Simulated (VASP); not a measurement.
Here is a VASP 6.6.1 calculation.

Contents of INCAR:

```
ALGO = Normal
EDIFF = 1E-7
EDIFFG = -0.01
ENCUT = 500
GGA = PS
GGA_COMPAT = F
IBRION = 2
ISIF = 3
ISMEAR = -1
LASPH = T
LCHARG = F
LREAL = F
LWAVE = F
NELM = 120
NELMIN = 4
NSW = 60
PREC = Accurate
SIGMA = 0.1
```

File KPOINTS:

```
k-points
0
Gamma
  6 6 6
```

The input POSCAR:

```
Y
1.0
    0.0000000000      3.5000000000      3.5000000000
    3.5000000000      0.0000000000      3.5000000000
    3.5000000000      3.5000000000      0.0000000000
Y
2
Direct
    0.0000000000      0.0000000000      0.0000000000
    0.2500000000      0.2500000000      0.2500000000
```

Potentials or basis: VASP PAW PBE potentials, release 64 (Y_sv).

The run is started by

```sh
$ cat potpaw_PBE.64/Y_sv/POTCAR > POTCAR
$ mpirun -np 1 vasp_std > vasp.out
```

Question: What does it give for the relaxed volume?

Answer: 39.11 Å³/atom.

Question: Predict the band gap on the k mesh.

Answer: Zero (bands 11 and 12 overlap by 0.47 eV).

Final structure:
```cif
data_structure
_symmetry_space_group_name_H-M 'P 1'
_symmetry_Int_Tables_number 1
_cell_length_a 4.8004
_cell_length_b 4.8004
_cell_length_c 4.8004
_cell_angle_alpha 60.000
_cell_angle_beta 60.000
_cell_angle_gamma 60.000
_cell_volume 78.22
loop_
_atom_site_label
_atom_site_type_symbol
_atom_site_fract_x
_atom_site_fract_y
_atom_site_fract_z
_atom_site_occupancy
Y1 Y 0.00000 0.00000 0.00000 1
Y2 Y 0.25000 0.25000 0.25000 1
```

Caveat: the PAW data sets were made with another functional, which shifts forces and pressure a little.
